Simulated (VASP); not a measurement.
Write the native input for VASP 6.6.1 that does the following.

- Task: single point
- Functional: PBEsol
- Potentials or basis: VASP PAW PBE potentials, release 64 (Tc_pv)
- Cutoff: 520 eV
- k mesh: 11 × 11 × 3
- Occupations: fermi-dirac, width 0.05 eV
- Spin: no spin polarisation
- Dipole correction: no
- Further INCAR settings: ALGO = Normal; EDIFF = 1e-06; NBANDS = 34

The structure of Tc lies in POSCAR:

```
Tc
1.0
    2.7393552909      0.0000000000      0.0000000000
   -1.3696776454      2.3723512719      0.0000000000
    0.0000000000      0.0000000000      8.7696844400
Tc
4
Direct
    0.6666666667      0.3333333333      0.7500000000
    0.0000000000      0.0000000000      0.5000000000
    0.3333333333      0.6666666667      0.2500000000
    0.0000000000      0.0000000000      0.0000000000
```

These files were run (other wordings do the same):

INCAR

```
SYSTEM = Tc
PREC = Accurate ; ENCUT = 520
EDIFF = 1E-6 ; ISMEAR = -1
SIGMA = 0.05 ; LREAL = .FALSE.
LASPH = .TRUE. ; NELM = 80
ALGO = Normal ; ISIF = 2
LWAVE = .FALSE. ; LCHARG = .FALSE.
GGA = PS ; NBANDS = 34
```

KPOINTS

```
regular mesh
0
G
  11 11 3
  0 0 0
```

Potentials or basis: VASP PAW PBE potentials, release 64 (Tc_pv).

Run with:

```console
$ cat potpaw_PBE.64/Tc_pv/POTCAR > POTCAR
$ mpirun -np 1 vasp_std > vasp.out
```

Results of the run:

* Pressure: -6.0 GPa
* Band gap on the k mesh: zero (bands 26 and 27 overlap by 2.89 eV)

Caveat: the cell stands under tension; the PAW data sets were made with another functional, which shifts forces and pressure a little.

It took 36 s on 1 thread of AMD EPYC 7R13 Processor (Zen 3), on a shared host, peak memory 0.16 GiB.
